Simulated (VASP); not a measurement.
# Ru (P6_3/mmc) in VASP: notebook

Runs on Ru. Level: PBE. Tasks: single point.

Program: VASP 6.6.1. These are calculated values, not measurements. Logs are shortened: lines on timing, memory, paths and dates and some standing lists are left out, and cuts for length are marked.

### Step 1. The cell of the first run

The structure is hexagonal, space group P6_3/mmc (No. 194). Conventional cell: a = 2.776 Å, b = 2.776 Å, c = 4.372 Å, α = 90.00°, β = 90.00°, γ = 120.00°. Ru (site symmetry -6m2) has 12 Ru at 2.71 to 2.78 Å within 3.6 Å.

### Step 2. Single point, PBE (14.59 Å³/atom)

The input, INCAR:

```
SYSTEM = Ru
PREC = Accurate
ENCUT = 520
EDIFF = 1E-6
ISMEAR = 0
SIGMA = 0.1
LREAL = .False.
LASPH = .True.
NELM = 60
ALGO = Fast
ISIF = 2
LWAVE = .False.
LCHARG = .False.
GGA = PE
NBANDS = 21
```

The input, KPOINTS:

```
Automatic mesh
0
Gamma
  18 18 10
  0 0 0
```

The input, POSCAR:

```
Ru
1.0
    2.7761024060      0.0000000000      0.0000000000
   -1.3880512030      2.4041752071      0.0000000000
    0.0000000000      0.0000000000      4.3724291106
Ru
2
Direct
    0.3333333333      0.6666666667      0.2500000000
    0.6666666667      0.3333333333      0.7500000000
```

Potentials or basis: VASP PAW PBE potentials, release 64 (Ru_pv).

Run with:

```bash
cat potpaw_PBE.64/Ru_pv/POTCAR > POTCAR
mpirun -np 1 vasp_std > vasp.out
```

OUTCAR:

```text
SYSTEM = Ru
   PREC = Accurate
   ENCUT = 520
   EDIFF = 1E-6
   ISMEAR = 0
   LREAL = .False.
   LASPH = .True.
   NELM = 60
   ISIF = 2
   GGA = PE

 ion  position               nearest neighbor table
   1  0.333  0.667  0.250-   2 2.71   2 2.71   2 2.71   2 2.71   2 2.71   2 2.71
   2  0.667  0.333  0.750-   1 2.71   1 2.71   1 2.71   1 2.71   1 2.71   1 2.71

  LATTYP: Found a hexagonal cell.
 ALAT       =     2.7761024060
 C/A-ratio  =     1.5750244303

  Lattice vectors:

 A1 = (   2.7761024060,   0.0000000000,   0.0000000000)
 A2 = (  -1.3880512030,   2.4041752071,   0.0000000000)
 A3 = (   0.0000000000,   0.0000000000,   4.3724291106)

Analysis of symmetry for initial positions (statically):
=====================================================================
 Subroutine PRICEL returns:
 Original cell was already a primitive cell.

 Routine SETGRP: Setting up the symmetry group for a
 hexagonal supercell.

 Subroutine GETGRP returns: Found 24 space group operations
 (whereof 12 operations were pure point group operations)
 out of a pool of 24 trial point group operations.

The static configuration has the point symmetry D_3d.
 The point group associated with its full space group is D_6h.

Analysis of symmetry for dynamics (positions and initial velocities):
=====================================================================
 Subroutine PRICEL returns:
 Original cell was already a primitive cell.

 Routine SETGRP: Setting up the symmetry group for a
 hexagonal supercell.

 Subroutine GETGRP returns: Found 24 space group operations
 (whereof 12 operations were pure point group operations)
 out of a pool of 24 trial point group operations.

The dynamic configuration has the point symmetry D_3d.
 The point group associated with its full space group is D_6h.

 Subroutine INISYM returns: Found 24 space group operations
 (whereof 12 operations are pure point group operations),
 and found     1 'primitive' translations

----------------------------------------------------------------------------------------

                                     Primitive cell

  volume of cell :      29.1826

  direct lattice vectors                    reciprocal lattice vectors
     2.776102406  0.000000000  0.000000000     0.360217259  0.207971532  0.000000000
    -1.388051203  2.404175207  0.000000000     0.000000000  0.415943063  0.000000000
     0.000000000  0.000000000  4.372429111     0.000000000  0.000000000  0.228705823

  length of vectors
     2.776102406  2.776102406  4.372429111     0.415943063  0.415943063  0.228705823

  position of ions in fractional coordinates (direct lattice)
     0.333333333  0.666666667  0.250000000
     0.666666667  0.333333333  0.750000000

  ion indices of the primitive-cell ions
   primitive index   ion index
                 1           1
                 2           2

----------------------------------------------------------------------------------------

 KPOINTS: Automatic mesh

Automatic generation of k-mesh.
 Grid dimensions read from file:
 generate k-points for:   18   18   10

 Generating k-lattice:

  Cartesian coordinates                     Fractional coordinates (reciprocal lattice)
     0.020012070  0.011553974  0.000000000     0.055555556  0.000000000  0.000000000
     0.000000000  0.023107948  0.000000000     0.000000000  0.055555556  0.000000000
     0.000000000  0.000000000  0.022870582     0.000000000  0.000000000  0.100000000

  Length of vectors
     0.023107948  0.023107948  0.022870582

  Shift w.r.t. Gamma in fractional coordinates (k-lattice)
     0.000000000  0.000000000  0.000000000

 Subroutine IBZKPT returns following result:
 ===========================================

 Found    222 irreducible k-points:

 Following reciprocal coordinates:
            Coordinates               Weight
  0.000000  0.000000  0.000000      1.000000
  0.055556 -0.000000  0.000000      6.000000
  0.111111 -0.000000  0.000000      6.000000
  0.166667 -0.000000  0.000000      6.000000
  0.222222 -0.000000  0.000000      6.000000
  0.277778 -0.000000  0.000000      6.000000
[... 16 lines left out ...]
  0.333333  0.111111  0.000000     12.000000
  0.388889  0.111111  0.000000     12.000000
 [... further k-points ...]
   k-points           NKPTS =    222   k-points in BZ     NKDIM =    222   number of bands    NBANDS=     21
   number of dos      NEDOS =    301   number of ions     NIONS =      2
   total plane-waves  NPLWV =  20736
   dimension x,y,z NGX =    24 NGY =   24 NGZ =   36
   dimension x,y,z NGXF=    48 NGYF=   48 NGZF=   72
   ions per type =               2
   NGX,Y,Z   is equivalent  to a cutoff of  14.37, 14.37, 13.69 a.u.
   NGXF,Y,Z  is equivalent  to a cutoff of  28.74, 28.74, 27.38 a.u.
 SYSTEM =  Ru
   PREC   = accura    normal or accurate (medium, high low for compatibility)
   ISTART =      0    job   : 0-new  1-cont  2-samecut
   ICHARG =      2    charge: 1-file 2-atom 10-const
   ISPIN  =      1    spin polarized calculation?
   LNONCOLLINEAR =      F non collinear calculations
   LSORBIT =      F    spin-orbit coupling
   LASPH  =      T    aspherical Exc in radial PAW
   ENCUT  =  520.0 eV  38.22 Ry    6.18 a.u.   5.16  5.16  8.13*2*pi/ulx,y,z
   NELM   =     60;   NELMIN=  2; NELMDL= -5     # of ELM steps
   EDIFF  = 0.1E-05   stopping-criterion for ELM
   LREAL  =      F    real-space projection
   EDIFFG = 0.1E-04   stopping-criterion for IOM
   NSW    =      0    number of steps for IOM
   IBRION =     -1    ionic relax: 0-MD 1-quasi-New 2-CG
   NFREE  =      0    steps in history (QN), initial steepest desc. (CG)
   ISIF   =      2    stress and relaxation
   ISYM   =      2    0-nonsym 1-usesym 2-fastsym
   POTIM  = 0.5000    time-step for ionic-motion
   TEBEG  =    0.0;   TEEND  =   0.0 temperature during run
   PSTRESS=    0.0 pullay stress
   NELECT =      28.0000    total number of electrons
   NUPDOWN=      -1.0000    fix difference up-down
   EMIN   =  10.00;   EMAX   =-10.00  energy-range for DOS
   EFERMI =   0.00;   METHOD = LEGACY
   ISMEAR =     0;   SIGMA  =   0.10  broadening in eV -4-tet -1-fermi 0-gaus
   EFERMI_NEDOS =   21; number of points for ismear=-14 and -15
   IALGO  =     68    algorithm
   IMIX   =      4    mixing-type and parameters
     AMIX     =   0.40;   BMIX     =  1.00
     AMIX_MAG =   1.60;   BMIX_MAG =  1.00
  volume/ion in A,a.u.               =      14.59        98.47
  Fermi-wavevector in a.u.,A,eV,Ry     =   1.614678  3.051300 35.472926  2.607187
  Thomas-Fermi vector in A             =   2.709548
   LORBIT       =      0    0 simple, 1 ext, 2 COOP (PROOUT), +10 PAW based schemes
   GGA     = PE    functional components
   LHFCALC =     F    Hartree Fock is set to
   AEXX    =    0.0000 exact exchange contribution
   IVDW    =     0    specifies the selected vdW correction
   LEPSILON=     F    determine dielectric tensor
   LRPA    =     F    only Hartree local field effects (RPA)
 non-spin polarized calculation
 RMM-DIIS sequential band-by-band and
 Gauss-broadening in eV      SIGMA  =   0.10
  energy-cutoff  :      520.00
  volume of cell :       29.18
 maximum number of plane-waves:       802
 NGX is ok and might be reduce to    24
   NGX = 11   NGY = 11   NGZ = 17

 number of electron      28.0000004 magnetization

 Free energy of the ion-electron system (eV)
  ---------------------------------------------------
  ext. energy  EPLUGINS =         0.00000000
  ---------------------------------------------------
  free energy    TOTEN  =       -18.38578292 eV

  energy without entropy =      -18.37564222  energy(sigma->0) =      -18.38071257

 E-fermi :  11.5627     XC(G=0): -13.6760

 val. band max:       11.5568215219   @ k =   0.1667   0.1111   0.3000
 cond. band min:      11.5749604419   @ k =   0.2222   0.1111   0.1000
 fundamental gap:      0.0181389199
 Fermi energy:        11.5626902328

 k-point     1 :       0.0000    0.0000    0.0000
  band No.  band energies     occupation
      1     -31.8301      2.00000
      2     -31.0945      2.00000
      3     -31.0945      2.00000
      4     -30.9554      2.00000
      5     -30.9554      2.00000
      6     -30.9214      2.00000
[... 13 lines left out ...]
     20      22.0883      0.00000
     21      22.0916      0.00000

 k-point     2 :       0.0556   -0.0000    0.0000
  band No.  band energies     occupation
      1     -31.8218      2.00000
      2     -31.1117      2.00000
      3     -31.1005      2.00000
      4     -30.9734      2.00000
      5     -30.9577      2.00000
      6     -30.9253      2.00000
[... 13 lines left out ...]
     20      22.0883      0.00000
     21      22.0915      0.00000

 k-point     3 :       0.1111   -0.0000    0.0000
  band No.  band energies     occupation
      1     -31.7974      2.00000
      2     -31.1612      2.00000
      3     -31.1172      2.00000
      4     -31.0250      2.00000
      5     -30.9648      2.00000
      6     -30.9373      2.00000
[... 13 lines left out ...]
     20      22.0883      0.00000
     21      22.0913      0.00000

 k-point     4 :       0.1667   -0.0000    0.0000
  band No.  band energies     occupation
      1     -31.7583      2.00000
      2     -31.2371      2.00000
      3     -31.1423      2.00000
      4     -31.1027      2.00000
      5     -30.9761      2.00000
      6     -30.9572      2.00000
[... 13 lines left out ...]
     20      22.0884      0.00000
     21      22.0910      0.00000

 k-point     5 :       0.2222   -0.0000    0.0000
  band No.  band energies     occupation
      1     -31.7070      2.00000
      2     -31.3305      2.00000
      3     -31.1961      2.00000
      4     -31.1722      2.00000
      5     -30.9907      2.00000
      6     -30.9850      2.00000
[... 13 lines left out ...]
     20      22.0883      0.00000
     21      22.0906      0.00000
[... 382 lines left out ...]
     20      22.0893      0.00000
     21      23.9977      0.00000

 k-point    22 :       0.2778    0.1111    0.0000
  band No.  band energies     occupation
      1     -31.5638      2.00000
      2     -31.5131      2.00000
      3     -31.4072      2.00000
      4     -31.2406      2.00000
      5     -31.0729      2.00000
      6     -31.0616      2.00000
[... 13 lines left out ...]
     20      22.2373      0.00000
     21      24.6548      0.00000

 k-point    23 :       0.3333    0.1111    0.0000
  band No.  band energies     occupation
      1     -31.5846      2.00000
      2     -31.5021      2.00000
      3     -31.4552      2.00000
      4     -31.2778      2.00000
      5     -31.1164      2.00000
      6     -31.0779      2.00000
[... 13 lines left out ...]
     20      22.0304      0.00000
     21      23.7183      0.00000

 k-point    24 :       0.3889    0.1111    0.0000
  band No.  band energies     occupation
      1     -31.6312      2.00000
      2     -31.4864      2.00000
      3     -31.4521      2.00000
      4     -31.3017      2.00000
      5     -31.1545      2.00000
      6     -31.0886      2.00000
[... 13 lines left out ...]
     20      22.9623      0.00000
     21      23.0548      0.00000

 [... further k-points ...]

------------------------ aborting loop because EDIFF is reached ----------------------------------------

  FORCE on cell =-STRESS in cart. coord.  units (eV):
  Direction    XX          YY          ZZ          XY          YZ          ZX
  --------------------------------------------------------------------------------------
  -------------------------------------------------------------------------------------
  Total       -2.8913564     -2.8913564     -2.8905090      0.0000000      0.0000000     -0.0000000
  in kB     -158.7405344   -158.7405344   -158.6940096      0.0000000      0.0000000     -0.0000000
  external PRESSURE =    -158.7250262 kB  Pullay stress =       0.0000000 kB

 VOLUME and BASIS-vectors are now :
 -----------------------------------------------------------------------------
  energy-cutoff  :      520.00
  volume of cell :       29.18
      direct lattice vectors                 reciprocal lattice vectors
     2.776102406  0.000000000  0.000000000     0.360217259  0.207971532  0.000000000
    -1.388051203  2.404175207  0.000000000     0.000000000  0.415943063  0.000000000
     0.000000000  0.000000000  4.372429111     0.000000000  0.000000000  0.228705823

 POSITION                                       TOTAL-FORCE (eV/Angst)
 -----------------------------------------------------------------------------------
     -0.00000      1.60278      1.09311        -0.000000      0.000000      0.000000
      1.38805      0.80139      3.27932         0.000000     -0.000000      0.000000
 -----------------------------------------------------------------------------------
    total drift:                               -0.000000      0.000000     -0.000000

  FREE ENERGIE OF THE ION-ELECTRON SYSTEM (eV)
  ---------------------------------------------------
  free  energy   TOTEN  =       -18.3857829205 eV

  energy  without entropy=      -18.3756422184  energy(sigma->0) =      -18.38071257
```

Wall time 54 s (1 thread of Intel Xeon 6975P-C (Granite Rapids), shared host); peak memory 0.23 GiB.

What came out:

| Property | Result |
| --- | --- |
| Free energy | -18.3858 eV |
| Pressure | -15.9 GPa |
| Band gap on the k mesh | zero (bands 14 and 15 overlap by 2.82 eV) |

Caveat: the cell stands under tension.

### Step 3. Single point, PBE (15.14 Å³/atom)

This run uses another cell than the first one, of 15.14 Å³/atom.

The input, INCAR:

```
SYSTEM = Ru
PREC     = Accurate       ! precision mode
ENCUT    = 520            ! plane-wave cutoff, eV
EDIFF    = 1E-6           ! SCF threshold, eV
ISMEAR   = 0              ! smearing method
SIGMA    = 0.1            ! smearing width, eV
LREAL    = .FALSE.        ! projectors in reciprocal space
LASPH    = .TRUE.         ! aspherical terms in the spheres
NELM     = 80             ! most SCF steps
ALGO     = Fast           ! electronic algorithm
ISIF     = 2              ! what is computed and relaxed
LWAVE    = .FALSE.        ! write WAVECAR
LCHARG   = .FALSE.        ! write CHGCAR
GGA      = PE             ! functional
NBANDS   = 21             ! bands
```

The input, KPOINTS:

```
regular mesh
0
G
  18 18 10
  0 0 0
```

The input, POSCAR:

```
Ru
1.0
    2.8126295065      0.0000000000      0.0000000000
   -1.4063147533      2.4358086041      0.0000000000
    0.0000000000      0.0000000000      4.4203382659
Ru
2
Direct
    0.3333333333      0.6666666667      0.2500000000
    0.6666666667      0.3333333333      0.7500000000
```

Potentials or basis: VASP PAW PBE potentials, release 64 (Ru_pv).

Run with:

```bash
cat potpaw_PBE.64/Ru_pv/POTCAR > POTCAR
mpirun -np 1 vasp_std > vasp.out
```

Run time: 58 s. Hardware: 1 thread of Intel Xeon 6975P-C (Granite Rapids), shared host; peak memory 0.23 GiB.

The run converged. Its results:

```
Free energy            : -18.2499 eV
Pressure               : -23.6 GPa
Band gap on the k mesh : zero (bands 14 and 15 overlap by 2.67 eV)
```

Levels at points of the mesh, in eV from the Fermi level:
| k point | band 10 | band 11 | band 12 | band 13 | band 14 | band 15 | band 16 | band 17 | band 18 | band 19 |
| --- | --- | --- | --- | --- | --- | --- | --- | --- | --- | --- |
| (0.00, 0.00, 0.00) | -2.19 | -1.99 | -1.61 | -1.61 | -1.22 | -1.22 | 1.00 | 1.00 | 1.29 | 9.15 |
| (0.50, 0.00, 0.00) | -2.59 | -1.75 | -1.61 | -1.28 | 1.15 | 1.51 | 1.61 | 3.51 | 5.36 | 10.16 |
| (0.00, 0.00, 0.50) | -2.36 | -2.36 | -2.36 | -2.33 | -2.33 | 0.45 | 0.45 | 0.45 | 0.45 | 10.58 |
| (0.50, 0.00, 0.50) | -3.82 | -0.91 | -0.91 | 0.39 | 0.39 | 1.37 | 1.37 | 3.02 | 3.02 | 9.32 |

Caveat: the cell stands under tension.

### Step 4. Single point, PBE (12.94 Å³/atom)

This run uses another cell than the first one, of 12.94 Å³/atom.

The input, INCAR:

```
  PREC = Accurate
  ENCUT = 520
  EDIFF = 1E-6
  ISMEAR = 0
  SIGMA = 0.1
  LREAL = F
  LASPH = T
  NELM = 100
  ALGO = Normal
  ISIF = 2
  LWAVE = F
  LCHARG = F
  GGA = PE
  NBANDS = 21
```

The input, KPOINTS:

```
regular mesh
0
Gamma
  18 18 10
```

The input, POSCAR:

```
Ru
1.0
    2.6621428581      0.0000000000      0.0000000000
   -1.3310714290      2.3054833436      0.0000000000
    0.0000000000      0.0000000000      4.2165088479
Ru
2
Direct
    0.3333333333      0.6666666667      0.2500000000
    0.6666666667      0.3333333333      0.7500000000
```

Run with:

```bash
cat potpaw_PBE.64/Ru_pv/POTCAR > POTCAR
mpirun -np 1 vasp_std > vasp.out
```

Wall time 41 s (1 thread of Intel Xeon 6975P-C (Granite Rapids), shared host); peak memory 0.21 GiB.

The run converged. Its results:

| Quantity | Value |
| --- | --- |
| Free energy | -18.3627 eV |
| Pressure | 22.4 GPa |
| Band gap on the k mesh | zero (bands 14 and 15 overlap by 3.36 eV) |

Levels at points of the mesh, in eV from the Fermi level:
| k point | band 12 | band 13 | band 14 | band 15 | band 16 | band 17 |
| --- | --- | --- | --- | --- | --- | --- |
| (0.00, 0.00, 0.00) | -2.05 | -2.05 | -1.48 | -1.48 | 1.28 | 1.28 |
| (0.50, 0.00, 0.00) | -1.86 | -1.61 | 1.56 | 2.01 | 2.08 | 4.35 |
| (0.00, 0.00, 0.50) | -2.96 | -2.86 | -2.86 | 0.60 | 0.60 | 0.60 |
| (0.50, 0.00, 0.50) | -1.13 | 0.49 | 0.49 | 1.84 | 1.84 | 3.60 |

Caveat: the cell stands under pressure.

### Step 5. Overview

| cell | gap on the mesh (eV) | pressure (GPa) |
| --- | --- | --- |
| a = 2.776, b = 2.776, c = 4.372 Å, angles 90.0, 90.0, 120.0°, 2 atoms | none | -15.9 |
| a = 2.813, b = 2.813, c = 4.420 Å, angles 90.0, 90.0, 120.0°, 2 atoms | none | -23.6 |
| a = 2.662, b = 2.662, c = 4.217 Å, angles 90.0, 90.0, 120.0°, 2 atoms | none | 22.4 |

Alike in all rows: task single point; level PBE; potentials or basis VASP PAW PBE potentials, release 64 (Ru_pv); no spin polarisation; k mesh 18 × 18 × 10; cutoff (eV) 520; smearing gaussian 0.1 eV.

Caveats: the cell stands under tension (at least some runs); the cell stands under pressure (at least some runs).

Absolute energies hang on the potentials; compare differences alone.
